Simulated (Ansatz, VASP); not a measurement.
**HfN: VASP beside Ansatz**

The input INCAR:

```
PREC = Accurate
ENCUT = 520
EDIFF = 1E-6
ISMEAR = 0
SIGMA = 0.15
LREAL = False
LASPH = True
NELM = 100
ALGO = Normal
ISIF = 2
LWAVE = False
LCHARG = False
GGA = PS
NBANDS = 14
```

KPOINTS

```
Automatic mesh
0
Gamma
  18 18 18
```

Contents of POSCAR:

```
HfN
1.0
    0.0000000000      2.3719500000      2.3154750000
    2.3719500000      0.0000000000      2.3154750000
    2.3719500000      2.3719500000      0.0000000000
Hf N
1 1
Direct
    0.0000000000      0.0000000000      0.0000000000
    0.5000000000      0.5000000000      0.5000000000
```

Input for Ansatz:

```yaml
crystal:
  lattice:
    - [0.0, 2.37195, 2.315475]
    - [2.37195, 0.0, 2.315475]
    - [2.37195, 2.37195, 0.0]
  atoms:
    - { symbol: Hf, position: [0.0, 0.0, 0.0] }
    - { symbol: "N", position: [0.5, 0.5, 0.5] }
basis:
  ecutwfc: 420
kpoints:
  mp_grid: { grid: [18, 18, 18] }
hamiltonian:
  xc: pbesol
scf:
  occupations: { method: gaussian, width: 0.15 }
output:
  forces: true
  stress: true
  eigenvalues: true
```

Change from the starting cell: strain +0.050 along x and y, +0.025 along z, atoms carried along.

Alike in both runs: task single point; functional PBEsol; k mesh 18 × 18 × 18; occupations gaussian, width 0.15 eV; no spin polarisation.

```csv
,VASP,Ansatz
version,VASP 6.6.1,Ansatz 0.2.0
potentials or method,"VASP PAW PBE potentials, release 64 (Hf_pv, N), cutoff 520 eV","scalar-relativistic, plane waves, PAW"
valence electrons in the cell,15,31
```

```tsv
	VASP	Ansatz	Ansatz less VASP
gap on the k mesh at the Fermi level (eV)	none	none	-
pressure (GPa)	-30.0	-28.2	+1.79
traceless stress, the component that is largest in VASP (GPa)	3.96	4.07	+0.101
```

VASP's potentials were made for PBE, not for PBEsol. A gap of «none» marks a metal or a gap that the smearing closes. Both programs put the cell under strong tension, so it lies far from rest at this level. The functional is the same, so the differences come from potentials, cutoffs and numerics. VASP's potentials hold 15 valence electrons a cell and Ansatz's 31, so a difference there can come from the potentials and not from the codes.

Neither program's run includes spin-orbit coupling.
